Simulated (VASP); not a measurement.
# InSb3 (I4mm) in VASP: a series of runs

The runs below take InSb3 through single point, with PBEsol+D3(BJ).

Program: VASP 6.6.1. These are calculated values, not measurements. Logs are shortened: lines on timing, memory, paths and dates and some standing lists are left out, and cuts for length are marked.

## Step 1: The cell of the first run

Symmetry: I4mm, No. 107, tetragonal system. Conventional cell: a = 5.179 Å, b = 5.179 Å, c = 7.324 Å, α = 90.00°, β = 90.00°, γ = 90.00°. In (site symmetry 4mm) has 14 Sb at 3.02 to 3.94 Å within 4.0 Å. Sb (site symmetry 2mm) has 4 In at 3.02 to 3.34 Å and 10 Sb at 3.17 to 3.66 Å within 4.0 Å. Within 4.2 Å of Sb (site symmetry 4mm) lie 8 Sb at 3.17 Å and 6 In at 3.38 to 3.94 Å.

## Step 2: Single point, PBEsol+D3(BJ) (atom 1 (In) moved +0.281 Å along Cartesian [0 0 1])

Contents of INCAR:

```
PREC     = Accurate       # precision mode
ENCUT    = 520            # plane-wave cutoff, eV
EDIFF    = 1E-6           # SCF threshold, eV
ISMEAR   = 0              # smearing method
SIGMA    = 0.15           # smearing width, eV
LREAL    = F              # projectors in reciprocal space
LASPH    = T              # aspherical terms in the spheres
NELM     = 80             # most SCF steps
ALGO     = Normal         # electronic algorithm
ISIF     = 2              # what is computed and relaxed
LWAVE    = F              # write WAVECAR
LCHARG   = T              # write CHGCAR
GGA      = PS             # functional
IVDW     = 12             # dispersion correction
LELF     = T              # ELF
LVHAR    = T            
NBANDS   = 22             # bands
```

Contents of KPOINTS:

```
Automatic mesh
0
Gamma
  12 12 12
```

Contents of POSCAR:

```
InSb3
1.0
    0.0000000000      3.6620664019      3.6620664019
    3.6620664019      0.0000000000      3.6620664019
    3.6620664019      3.6620664019      0.0000000000
In Sb
1 3
Direct
    0.0384072774      0.0384072774     -0.0384072774
    0.2500000000      0.2500000000      0.2500000000
    0.7500000000      0.7500000000      0.7500000000
    0.5000000000      0.5000000000      0.5000000000
```

Potentials or basis: VASP PAW PBE potentials, release 64 (In_d, Sb).

On the command line:

```bash
$ cat potpaw_PBE.64/In_d/POTCAR potpaw_PBE.64/Sb/POTCAR > POTCAR
$ mpirun -np 1 vasp_std > vasp.out
```

OUTCAR:

```text
PREC = Accurate
   ENCUT = 520
   EDIFF = 1E-6
   ISMEAR = 0
   LREAL = F
   LASPH = T
   NELM = 80
   ISIF = 2
   GGA = PS
   IVDW = 12
 IVDW          = 12

 ion  position               nearest neighbor table
   1  0.038  0.038  0.962-   3 3.02   3 3.02   2 3.02   2 3.02   3 3.34   3 3.34   2 3.34   2 3.34
                             4 3.38   4 3.67   4 3.67   4 3.67   4 3.67
   2  0.250  0.250  0.250-   1 3.02   1 3.02   4 3.17   4 3.17   4 3.17   4 3.17   1 3.34   1 3.34
                             3 3.66   3 3.66   3 3.66   3 3.66   3 3.66   3 3.66
   3  0.750  0.750  0.750-   1 3.02   1 3.02   4 3.17   4 3.17   4 3.17   4 3.17   1 3.34   1 3.34
                             2 3.66   2 3.66   2 3.66   2 3.66   2 3.66   2 3.66
   4  0.500  0.500  0.500-   2 3.17   2 3.17   2 3.17   3 3.17   3 3.17   3 3.17   3 3.17   2 3.17
                             1 3.38   1 3.67   1 3.67   1 3.67   1 3.67

  LATTYP: Found a face centered cubic cell.
 ALAT       =     7.3241328038

  Lattice vectors:

 A1 = (   0.0000000000,   3.6620664019,   3.6620664019)
 A2 = (   3.6620664019,   0.0000000000,   3.6620664019)
 A3 = (   3.6620664019,   3.6620664019,   0.0000000000)

Analysis of symmetry for initial positions (statically):
=====================================================================
 Subroutine PRICEL returns:
 Original cell was already a primitive cell.

 Routine SETGRP: Setting up the symmetry group for a
 face centered cubic supercell.

 Subroutine GETGRP returns: Found  8 space group operations
 (whereof  8 operations were pure point group operations)
 out of a pool of 48 trial point group operations.

The static configuration has the point symmetry C_4v.

Analysis of symmetry for dynamics (positions and initial velocities):
=====================================================================
 Subroutine PRICEL returns:
 Original cell was already a primitive cell.

 Routine SETGRP: Setting up the symmetry group for a
 face centered cubic supercell.

 Subroutine GETGRP returns: Found  8 space group operations
 (whereof  8 operations were pure point group operations)
 out of a pool of 48 trial point group operations.

The dynamic configuration has the point symmetry C_4v.

 Subroutine INISYM returns: Found  8 space group operations
 (whereof  8 operations are pure point group operations),
 and found     1 'primitive' translations

[... 96 lines left out ...]
   ENCUT  =  520.0 eV  38.22 Ry    6.18 a.u.   9.63  9.63  9.63*2*pi/ulx,y,z
   NELM   =     80;   NELMIN=  2; NELMDL= -5     # of ELM steps
   EDIFF  = 0.1E-05   stopping-criterion for ELM
   LREAL  =      F    real-space projection
   EDIFFG = 0.1E-04   stopping-criterion for IOM
   NSW    =      0    number of steps for IOM
   IBRION =     -1    ionic relax: 0-MD 1-quasi-New 2-CG
   NFREE  =      0    steps in history (QN), initial steepest desc. (CG)
   ISIF   =      2    stress and relaxation
   ISYM   =      2    0-nonsym 1-usesym 2-fastsym
   POTIM  = 0.5000    time-step for ionic-motion
   TEBEG  =    0.0;   TEEND  =   0.0 temperature during run
   PSTRESS=    0.0 pullay stress
   NELECT =      28.0000    total number of electrons
   NUPDOWN=      -1.0000    fix difference up-down
   EMIN   =  10.00;   EMAX   =-10.00  energy-range for DOS
   EFERMI =   0.00;   METHOD = LEGACY
   ISMEAR =     0;   SIGMA  =   0.15  broadening in eV -4-tet -1-fermi 0-gaus
   EFERMI_NEDOS =   21; number of points for ismear=-14 and -15
   IALGO  =     38    algorithm
   IMIX   =      4    mixing-type and parameters
     AMIX     =   0.40;   BMIX     =  1.00
     AMIX_MAG =   1.60;   BMIX_MAG =  1.00
  volume/ion in A,a.u.               =      24.56       165.71
  Fermi-wavevector in a.u.,A,eV,Ry     =   1.077436  2.036058 15.794559  1.160867
  Thomas-Fermi vector in A             =   2.213347
   LORBIT       =      0    0 simple, 1 ext, 2 COOP (PROOUT), +10 PAW based schemes
   GGA     = PS    functional components
   LHFCALC =     F    Hartree Fock is set to
   AEXX    =    0.0000 exact exchange contribution
   IVDW    =    12    specifies the selected vdW correction
   LEPSILON=     F    determine dielectric tensor
   LRPA    =     F    only Hartree local field effects (RPA)
 non-spin polarized calculation
 Gauss-broadening in eV      SIGMA  =   0.15
  energy-cutoff  :      520.00
  volume of cell :       98.22
 maximum number of plane-waves:      2688
   NGX = 19   NGY = 19   NGZ = 19

 number of electron      28.0000003 magnetization

 Free energy of the ion-electron system (eV)
  ---------------------------------------------------
  ext. energy  EPLUGINS =         0.00000000
  ---------------------------------------------------
  free energy    TOTEN  =       -15.96019324 eV

  energy without entropy =      -15.93714763  energy(sigma->0) =      -15.94867043

 E-fermi :   9.1146     XC(G=0): -10.7217

 val. band max:        9.1033879131   @ k =   0.5000   0.3333   0.0000
 cond. band min:       9.1240655434   @ k =   0.3333   0.0833   0.5000
 fundamental gap:      0.0206776304
 Fermi energy:         9.1146453774

 k-point     1 :       0.0000    0.0000    0.0000
  band No.  band energies     occupation
      1      -5.3748      2.00000
      2      -5.3631      2.00000
      3      -5.3631      2.00000
      4      -5.3206      2.00000
      5      -5.3103      2.00000
      6      -3.8867      2.00000
[... 589 lines left out ...]
     21      14.9673      0.00000
     22      15.0432      0.00000

 [... further k-points ...]

------------------------ aborting loop because EDIFF is reached ----------------------------------------

 Edisp (eV)   -2.04551

 E8    (eV) :    -1.4213

  FORCE on cell =-STRESS in cart. coord.  units (eV):
  Direction    XX          YY          ZZ          XY          YZ          ZX
  --------------------------------------------------------------------------------------
  -------------------------------------------------------------------------------------
  Total       0.84582     0.84582     0.50738     0.00000     0.00000     0.00000
  in kB      13.79685    13.79685     8.27628     0.00000     0.00000     0.00000
  external pressure =       11.96 kB  Pullay stress =        0.00 kB

 VOLUME and BASIS-vectors are now :
 -----------------------------------------------------------------------------
  energy-cutoff  :      520.00
  volume of cell :       98.22
      direct lattice vectors                 reciprocal lattice vectors
     0.000000000  3.662066402  3.662066402    -0.136534936  0.136534936  0.136534936
     3.662066402  0.000000000  3.662066402     0.136534936 -0.136534936  0.136534936
     3.662066402  3.662066402  0.000000000     0.136534936  0.136534936 -0.136534936

 POSITION                                       TOTAL-FORCE (eV/Angst)
 -----------------------------------------------------------------------------------
      3.66207      3.66207      0.28130         0.000000      0.000000     -0.964034
      1.83103      1.83103      1.83103         0.000000      0.000000      0.292403
      5.49310      5.49310      5.49310         0.000000      0.000000      0.292403
      3.66207      3.66207      3.66207         0.000000      0.000000      0.379228
 -----------------------------------------------------------------------------------
    total drift:                               -0.000000     -0.000000      0.000592

  FREE ENERGIE OF THE ION-ELECTRON SYSTEM (eV)
  ---------------------------------------------------
  free  energy   TOTEN  =       -18.0057039936 eV

  energy  without entropy=      -17.9826583845  energy(sigma->0) =      -17.99418119
```

stdout:

```text
POSCAR found type information on POSCAR InSb
 POSCAR found :  2 types and       4 ions
 scaLAPACK will be used
 -----------------------------------------------------------------------------
|                                                                             |
|                                                                             |
|     You enforced a specific xc type in the INCAR file but a different       |
|     I HOPE YOU KNOW WHAT YOU ARE DOING!                                     |
|                                                                             |
 -----------------------------------------------------------------------------

 LDA part: xc-table for (Slater+PW92), standard interpolation
 POSCAR, INCAR and KPOINTS ok, starting setup
 FFT: planning ... GRIDC
 FFT: planning ... GRID_SOFT
 FFT: planning ... GRID
 WAVECAR not read
 entering main loop
```

Wall time 2.6 min (1 thread of Intel Xeon 6975P-C (Granite Rapids), shared host); peak memory 0.49 GiB.

Results:

```yaml
Free_energy: -18.0057 eV
Pressure: 1.2 GPa
Largest_force: 0.964 eV/Å
Band_gap_on_the_k_mesh: zero (bands 14 and 15 overlap by 3.38 eV)
Dispersion_energy_per_atom: -0.511 eV
```

Forces on the atoms (eV/Å):
```
In   0.000  0.000 -0.964
Sb   0.000  0.000  0.292
Sb   0.000  0.000  0.292
Sb   0.000  0.000  0.379
```

Stress tensor (GPa, compression positive):
```
1.38 0.00 0.00
0.00 1.38 0.00
0.00 0.00 0.83
```

Caveat: the cell differs from its parent crystal (atom 1 (In) moved +0.281 Å along Cartesian [0 0 1]); the PAW data sets were made with another functional, which shifts forces and pressure a little; spin-orbit coupling is left out, which moves the levels of the heavy elements.

(Continued in part 2 of 2.)
